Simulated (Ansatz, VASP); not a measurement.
**Fe in VASP and in Ansatz**

```
Fe
1.0
     0.00000    1.70221    1.70221
     1.70221    0.00000    1.70221
     1.70221    1.70221    0.00000
Fe
1
Direct
  0.00000 0.00000 0.00000
```

Alike in both runs: task single point; functional PBE; k mesh 26 × 26 × 26; occupations fermi-dirac, width 0.1 eV; no spin polarisation.

|  | VASP | Ansatz |
| --- | --- | --- |
| version | VASP 6.6.1 | Ansatz 0.2.0 |
| potentials or method | VASP PAW PBE potentials, release 64 (Fe), cutoff 520 eV | plane waves (420 eV) with PAW, scalar-relativistic |
| valence electrons in the cell | 8 | 16 |

Ansatz gave:

```
pressure (GPa) : 12.8
```

Estimate VASP's values.

pressure (GPa): 12.0.

With one functional, cell and mesh, what is left measures potentials, basis and numerics. VASP's potentials hold 8 valence electrons a cell and Ansatz's 16, so a difference there can come from the potentials and not from the codes.
